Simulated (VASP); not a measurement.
Bi: single point with PBEsol

Bi:

```xyz
1
Lattice="0.0000 2.2919 2.2919 2.2919 0.0000 2.2919 2.2919 2.2919 0.0000" Properties=species:S:1:pos:R:3 pbc="T T T"
Bi    0.0000    0.0000    0.0000
```

This cell differs from its parent crystal: volume scaled by 0.796, to set the pressure.

```
Program                : VASP 6.6.1
Task                   : single point
Functional             : PBEsol
Potentials or basis    : VASP PAW PBE potentials, release 64 (Bi_d)
Cutoff                 : 500 eV
k mesh                 : 14 × 14 × 14
Occupations            : fermi-dirac, width 0.05 eV
Spin                   : no spin polarisation
Dipole correction      : no
Further INCAR settings : ALGO = Normal; EDIFF = 1e-06; NBANDS = 14
```

```yaml
Pressure: 22.2 GPa
```

Levels at points of the mesh, in eV from the Fermi level:
```csv
k point,band 5,band 6,band 7,band 8,band 9,band 10
"(0.00, 0.00, 0.00)",-23.21,-15.81,6.76,6.76,6.76,8.68
"(0.50, 0.00, 0.00)",-23.04,-11.37,-7.11,4.49,4.49,8.23
"(0.50, 0.50, 0.00)",-23.00,-9.58,-6.03,0.24,0.24,4.30
```

Run time: 15 s on 1 thread of AMD EPYC 9R45 96-Core Processor (Zen 5) (shared host), peak memory 0.12 GiB.

Caveat: the cell differs from its parent crystal (volume scaled by 0.796, to set the pressure); the PAW data sets were made with another functional, which shifts forces and pressure a little; spin-orbit coupling is left out, which moves the levels of the heavy elements.
